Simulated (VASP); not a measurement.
# CoCl3 (Pm-3m) in VASP: single point with PBE+U

Aim: the single point of CoCl3 with PBE+U.

All numbers are computed with VASP 6.6.1; they aren't measurements. Logs are shortened: lines on timing, memory, paths and dates and some standing lists are left out, and cuts for length are marked.

### 1 The cell of the first run

Symmetry: Pm-3m, No. 221, cubic system. Conventional cell: a = 4.779 Å, b = 4.779 Å, c = 4.779 Å, α = 90.00°, β = 90.00°, γ = 90.00°. Within 3.2 Å of Co (site symmetry m-3m) lie 6 Cl at 2.39 Å. Cl (site symmetry 4/mmm) has 2 Co at 2.39 Å within 3.2 Å.

### 2 Single point, PBE+U, collinear spin, ferromagnetic start

File POSCAR:

```
CoCl3
1.0
    4.7790041477      0.0000000000      0.0000000000
    0.0000000000      4.7790041477      0.0000000000
    0.0000000000      0.0000000000      4.7790041477
Co Cl
1 3
Direct
    0.0000000000      0.0000000000      0.0000000000
    0.5000000000      0.0000000000      0.0000000000
    0.0000000000      0.0000000000      0.5000000000
    0.0000000000      0.5000000000      0.0000000000
```

File INCAR.step1:

```
PREC = Accurate ; ENCUT = 520
EDIFF = 1E-6 ; ISMEAR = 0
SIGMA = 0.05 ; LREAL = False
LASPH = True ; NELM = 150
ALGO = Normal ; ISIF = 2
LWAVE = False ; LCHARG = True
ISPIN = 2 ; MAGMOM = 2.68 0 0 0
LMAXMIX = 4 ; LDAU = True
LDAUTYPE = 2 ; LDAUL = 2 -1
LDAUU = 7 0 ; LDAUJ = 0 0
LDAUPRINT = 1 ; GGA = PE
NBANDS = 27
```

File KPOINTS.step1:

```
regular mesh
0
Gamma
  6 6 6
```

File INCAR.step2:

```
PREC = Accurate ; ENCUT = 520
EDIFF = 1E-6 ; ISMEAR = -5
SIGMA = 0.05 ; LREAL = False
LASPH = True ; NELM = 150
ALGO = Normal ; ISIF = 2
LWAVE = False ; LCHARG = False
ISPIN = 2 ; MAGMOM = 2.68 0 0 0
LORBIT = 11 ; LMAXMIX = 4
LDAU = True ; LDAUTYPE = 2
LDAUL = 2 -1 ; LDAUU = 7 0
LDAUJ = 0 0 ; LDAUPRINT = 1
GGA = PE ; NBANDS = 27
NEDOS = 1001 ; ICHARG = 11
```

File KPOINTS.step2:

```
regular mesh
0
Gamma
  9 9 9
```

Potentials or basis: VASP PAW PBE potentials, release 64 (Co, Cl).

On the command line:

```bash
> cat potpaw_PBE.64/Co/POTCAR potpaw_PBE.64/Cl/POTCAR > POTCAR
> cp INCAR.step1 INCAR
> cp KPOINTS.step1 KPOINTS
> mpirun -np 1 vasp_std > vasp.out
> cp INCAR.step2 INCAR
> cp KPOINTS.step2 KPOINTS
> mpirun -np 1 vasp_std > vasp.out
```

OUTCAR:

```text
PREC = Accurate
   ENCUT = 520
   EDIFF = 1E-6
   ISMEAR = -5
   LREAL = False
   LASPH = True
   NELM = 150
   ISIF = 2
   ISPIN = 2
   LORBIT = 11
   GGA = PE
   ICHARG = 11

 ion  position               nearest neighbor table
   1  0.000  0.000  0.000-   2 2.39   3 2.39   4 2.39   3 2.39   4 2.39   2 2.39
   2  0.500  0.000  0.000-   1 2.39   1 2.39
   3  0.000  0.000  0.500-   1 2.39   1 2.39
   4  0.000  0.500  0.000-   1 2.39   1 2.39

  LATTYP: Found a simple cubic cell.
 ALAT       =     4.7790041477

  Lattice vectors:

 A1 = (   4.7790041477,   0.0000000000,   0.0000000000)
 A2 = (   0.0000000000,   4.7790041477,   0.0000000000)
 A3 = (   0.0000000000,   0.0000000000,   4.7790041477)

Analysis of symmetry for initial positions (statically):
=====================================================================
 Subroutine PRICEL returns:
 Original cell was already a primitive cell.

 Routine SETGRP: Setting up the symmetry group for a
 simple cubic supercell.

 Subroutine GETGRP returns: Found 48 space group operations
 (whereof 48 operations were pure point group operations)
 out of a pool of 48 trial point group operations.

The static configuration has the point symmetry O_h .

Analysis of symmetry for dynamics (positions and initial velocities):
=====================================================================
 Subroutine PRICEL returns:
 Original cell was already a primitive cell.

 Routine SETGRP: Setting up the symmetry group for a
 simple cubic supercell.

 Subroutine GETGRP returns: Found 48 space group operations
 (whereof 48 operations were pure point group operations)
 out of a pool of 48 trial point group operations.

The dynamic configuration has the point symmetry O_h .

Analysis of structural, dynamic, and magnetic symmetry:
=====================================================================
 Subroutine PRICEL returns:
 Original cell was already a primitive cell.

 Routine SETGRP: Setting up the symmetry group for a
 simple cubic supercell.

 Subroutine GETGRP returns: Found 48 space group operations
 (whereof 48 operations were pure point group operations)
 out of a pool of 48 trial point group operations.

The overall configuration has the point symmetry O_h .

 Subroutine INISYM returns: Found 48 space group operations
 (whereof 48 operations are pure point group operations),
 and found     1 'primitive' translations

----------------------------------------------------------------------------------------

                                     Primitive cell

  volume of cell :     109.1471

  direct lattice vectors                    reciprocal lattice vectors
     4.779004148  0.000000000  0.000000000     0.209248615  0.000000000  0.000000000
     0.000000000  4.779004148  0.000000000     0.000000000  0.209248615  0.000000000
     0.000000000  0.000000000  4.779004148     0.000000000  0.000000000  0.209248615

  length of vectors
     4.779004148  4.779004148  4.779004148     0.209248615  0.209248615  0.209248615

  position of ions in fractional coordinates (direct lattice)
     0.000000000  0.000000000  0.000000000
     0.500000000  0.000000000  0.000000000
     0.000000000  0.000000000  0.500000000
     0.000000000  0.500000000  0.000000000

  ion indices of the primitive-cell ions
   primitive index   ion index
                 1           1
                 2           2
                 3           3
                 4           4

----------------------------------------------------------------------------------------

 KPOINTS: regular mesh
[... 71 lines left out ...]
   LREAL  =      F    real-space projection
   EDIFFG = 0.1E-04   stopping-criterion for IOM
   NSW    =      0    number of steps for IOM
   IBRION =     -1    ionic relax: 0-MD 1-quasi-New 2-CG
   NFREE  =      0    steps in history (QN), initial steepest desc. (CG)
   ISIF   =      2    stress and relaxation
   ISYM   =      2    0-nonsym 1-usesym 2-fastsym
   POTIM  = 0.5000    time-step for ionic-motion
   TEBEG  =    0.0;   TEEND  =   0.0 temperature during run
   PSTRESS=    0.0 pullay stress
   NELECT =      30.0000    total number of electrons
   NUPDOWN=      -1.0000    fix difference up-down
   EMIN   =  10.00;   EMAX   =-10.00  energy-range for DOS
   EFERMI =   0.00;   METHOD = LEGACY
   ISMEAR =    -5;   SIGMA  =   0.05  broadening in eV -4-tet -1-fermi 0-gaus
   EFERMI_NEDOS =   21; number of points for ismear=-14 and -15
   IALGO  =     38    algorithm
   IMIX   =      4    mixing-type and parameters
     AMIX     =   0.40;   BMIX     =  1.00
     AMIX_MAG =   1.60;   BMIX_MAG =  1.00
  volume/ion in A,a.u.               =      27.29       184.14
  Fermi-wavevector in a.u.,A,eV,Ry     =   1.064415  2.011454 15.415133  1.132980
  Thomas-Fermi vector in A             =   2.199933
   LORBIT       =     11    0 simple, 1 ext, 2 COOP (PROOUT), +10 PAW based schemes
 LDA+U is selected, type is set to LDAUTYPE =  2
   angular momentum for each species LDAUL =     2   -1
   U (eV)           for each species LDAUU =   7.0  0.0
   J (eV)           for each species LDAUJ =   0.0  0.0
   GGA     = PE    functional components
   LHFCALC =     F    Hartree Fock is set to
   AEXX    =    0.0000 exact exchange contribution
   IVDW    =     0    specifies the selected vdW correction
   LEPSILON=     F    determine dielectric tensor
   LRPA    =     F    only Hartree local field effects (RPA)
 spin polarized calculation
 Fermi weights with tetrahedron method with Bloechl corrections
  energy-cutoff  :      520.00
  volume of cell :      109.15
 maximum number of plane-waves:      2958
 NGX is ok and might be reduce to    36

atom =   1  type =  1  l = 2

 onsite density matrix

spin component  1

  0.9748  0.0000 -0.0000 -0.0000 -0.0000
  0.0000  0.9748  0.0000  0.0000 -0.0000
 -0.0000  0.0000  1.0032 -0.0000 -0.0000
 -0.0000  0.0000 -0.0000  0.9748  0.0000
 -0.0000 -0.0000 -0.0000  0.0000  1.0032

spin component  2

  0.6833 -0.0000  0.0000  0.0000  0.0000
 -0.0000  0.6833  0.0000 -0.0000  0.0000
  0.0000  0.0000  0.0908  0.0000  0.0000
  0.0000 -0.0000  0.0000  0.6833 -0.0000
  0.0000  0.0000  0.0000 -0.0000  0.0908

 occupancies and eigenvectors

  o =  0.0908  v =  0.0000  0.0000  0.0000  0.0000  0.0000  0.0000  0.0000 -0.0000  0.0000  1.0000      0.0000  0.0000  0.0000  0.0000  0.0000  0.0000  0.0000  0.0000  0.0000  0.0000
  o =  0.0908  v =  0.0000  0.0000  0.0000  0.0000  0.0000  0.0000 -0.0000  1.0000  0.0000  0.0000      0.0000  0.0000  0.0000  0.0000  0.0000  0.0000  0.0000  0.0000  0.0000  0.0000
  o =  0.6833  v =  0.0000  0.0000  0.0000  0.0000  0.0000  0.0000 -0.0137 -0.0000 -0.9999  0.0000      0.0000  0.0000  0.0000  0.0000  0.0000  0.0000  0.0000  0.0000  0.0000  0.0000
  o =  0.6833  v =  0.0000  0.0000  0.0000  0.0000  0.0000  0.0000 -0.9999 -0.0000  0.0137  0.0000      0.0000  0.0000  0.0000  0.0000  0.0000  0.0000  0.0000  0.0000  0.0000  0.0000
  o =  0.6833  v =  0.0000  0.0000  0.0000  0.0000  0.0000  1.0000  0.0000  0.0000  0.0000  0.0000      0.0000  0.0000  0.0000  0.0000  0.0000  0.0000  0.0000  0.0000  0.0000  0.0000
  o =  0.9748  v =  0.0000  0.8854  0.0000 -0.4647 -0.0000  0.0000  0.0000  0.0000  0.0000  0.0000      0.0000  0.0000  0.0000  0.0000  0.0000  0.0000  0.0000  0.0000  0.0000  0.0000
  o =  0.9748  v =  0.0000 -0.4647  0.0000 -0.8854  0.0000  0.0000  0.0000  0.0000  0.0000  0.0000      0.0000  0.0000  0.0000  0.0000  0.0000  0.0000  0.0000  0.0000  0.0000  0.0000
  o =  0.9748  v =  1.0000  0.0000  0.0000  0.0000  0.0000  0.0000  0.0000  0.0000  0.0000  0.0000      0.0000  0.0000  0.0000  0.0000  0.0000  0.0000  0.0000  0.0000  0.0000  0.0000
  o =  1.0032  v =  0.0000  0.0000 -0.0000 -0.0000  1.0000  0.0000  0.0000  0.0000  0.0000  0.0000      0.0000  0.0000  0.0000  0.0000  0.0000  0.0000  0.0000  0.0000  0.0000  0.0000
  o =  1.0032  v =  0.0000  0.0000 -1.0000 -0.0000 -0.0000  0.0000  0.0000  0.0000  0.0000  0.0000      0.0000  0.0000  0.0000  0.0000  0.0000  0.0000  0.0000  0.0000  0.0000  0.0000

 number of electron      29.9999988 magnetization       3.8425470

 Free energy of the ion-electron system (eV)
  ---------------------------------------------------
  ext. energy  EPLUGINS =         0.00000000
  ---------------------------------------------------
  free energy    TOTEN  =        -9.46646879 eV

  energy without entropy =       -9.46646879  energy(sigma->0) =       -9.46646879

 E-fermi :  -0.5121     XC(G=0):  -7.7971

 val. band max:       -0.4589250663   @ k =   0.4444   0.4444   0.4444
 cond. band min:      -0.5253962469   @ k =   0.3333   0.3333   0.2222
 fundamental gap:     -0.0664711806
 Fermi energy:        -0.5120761429

 spin component 1

 k-point     1 :       0.0000    0.0000    0.0000
  band No.  band energies     occupation
      1     -14.9957      1.00000
      2     -14.0750      1.00000
      3     -14.0750      1.00000
      4      -6.0022      1.00000
      5      -6.0022      1.00000
      6      -5.4110      1.00000
[... 1433 lines left out ...]
     26      11.9581      0.00000
     27      12.0718      0.00000

 [... further k-points ...]
[... 5 lines left out ...]
  --------------------------------------------------------------------------------------
  -------------------------------------------------------------------------------------
  Total        0.7504310      0.7504310      0.7504310     -0.0000000      0.0000000     -0.0000000
  in kB       11.0156250     11.0156250     11.0156250     -0.0000000      0.0000000     -0.0000000
  external PRESSURE =      11.0156250 kB  Pullay stress =       0.0000000 kB

 VOLUME and BASIS-vectors are now :
 -----------------------------------------------------------------------------
  energy-cutoff  :      520.00
  volume of cell :      109.15
      direct lattice vectors                 reciprocal lattice vectors
     4.779004148  0.000000000  0.000000000     0.209248615  0.000000000  0.000000000
     0.000000000  4.779004148  0.000000000     0.000000000  0.209248615  0.000000000
     0.000000000  0.000000000  4.779004148     0.000000000  0.000000000  0.209248615

 POSITION                                       TOTAL-FORCE (eV/Angst)
 -----------------------------------------------------------------------------------
      0.00000      0.00000      0.00000         0.000000      0.000000      0.000000
      2.38950      0.00000      0.00000         0.000000      0.000000      0.000000
      0.00000      0.00000      2.38950         0.000000      0.000000      0.000000
      0.00000      2.38950      0.00000         0.000000      0.000000      0.000000
 -----------------------------------------------------------------------------------
    total drift:                                0.000000      0.000000     -0.000000

  FREE ENERGIE OF THE ION-ELECTRON SYSTEM (eV)
  ---------------------------------------------------
  free  energy   TOTEN  =        -9.4664687928 eV

  energy  without entropy=       -9.4664687928  energy(sigma->0) =       -9.46646879

 total charge

# of ion       s       p       d       tot
------------------------------------------
    1        0.294   0.338   7.145   7.777
    2        1.606   3.465   0.000   5.070
    3        1.606   3.465   0.000   5.070
    4        1.606   3.465   0.000   5.070
--------------------------------------------------
tot          5.111  10.733   7.145  22.989

 magnetization (x)

# of ion       s       p       d       tot
------------------------------------------
    1        0.019   0.017   2.688   2.724
    2        0.011   0.287   0.000   0.298
    3        0.011   0.287   0.000   0.298
    4        0.011   0.287   0.000   0.298
--------------------------------------------------
tot          0.052   0.878   2.688   3.619
```

Wall time 2 min (1 thread of Intel Xeon Platinum 8488C (Sapphire Rapids), shared host); peak memory 0.31 GiB.

Results:

- Net moment: 3.84 μB per cell
- Site moments: Co +2.72; Cl +0.30 μB
- Valence electrons inside the program's atomic spheres: Co 7.78; Cl 5.07

Levels at points of the mesh, in eV from the Fermi level:
Spin up:
| k point | band 15 | band 16 | band 17 | band 18 | band 19 | band 20 |
| --- | --- | --- | --- | --- | --- | --- |
| (0.00, 0.00, 0.00) | -0.71 | -0.71 | -0.71 | 3.90 | 6.58 | 9.64 |
Spin down:
```tsv
k point	band 11	band 12	band 13	band 14	band 15	band 16
(0.00, 0.00, 0.00)	-0.59	-0.59	-0.33	-0.33	-0.33	4.06
```

Eigenvalues of the final occupation matrices:
```
    site  spin  trace               eigenvalues
site 1 d     1   4.93  0.97 0.97 0.97 1.00 1.00
site 1 d     2   2.23  0.09 0.09 0.68 0.68 0.68
```

Caveat: a cell with one magnetic atom can't hold antiferromagnetic order, which such compounds often take; tetrahedron occupations give inexact forces and stress in metals. The state reached can hang on the start; a lower one may exist.
